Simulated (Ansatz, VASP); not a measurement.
## One calculation of TiAl3, two programs

```
Ti Al
1.0
     3.94834    0.00000    0.00000
     0.00000    3.94834    0.00000
     0.00000    0.00000    3.79041
Ti Al
1 3
Direct
  0.00000 0.00000 0.00000
  0.50000 0.50000 0.00000
  0.50000 0.00000 0.50000
  0.00000 0.50000 0.50000
```

Change from the starting cell: strain along c alone, the other axes held, atoms relaxed: -4.0 %.

Alike in both runs: task single point; functional PBEsol; k mesh 14 × 14 × 14; occupations gaussian, width 0.1 eV; no spin polarisation.

```csv
,VASP,Ansatz
version,VASP 6.6.1,Ansatz 0.2.0
potentials or method,"VASP PAW PBE potentials, release 64 (Ti_sv, Al), cutoff 520 eV","scalar-relativistic, plane waves, PAW"
valence electrons in the cell,21,21
```

|  | VASP | Ansatz | Ansatz less VASP |
| --- | --- | --- | --- |
| gap on the k mesh at the Fermi level (eV) | none | none | - |
| pressure (GPa) | 5.1 | 5.1 | -0.06 |
| traceless stress, the component that is largest in VASP (GPa) | 3.77 | 3.76 | -0.006 |

VASP's potentials were made for PBE, not for PBEsol. A gap of «none» marks a metal or a gap that the smearing closes.
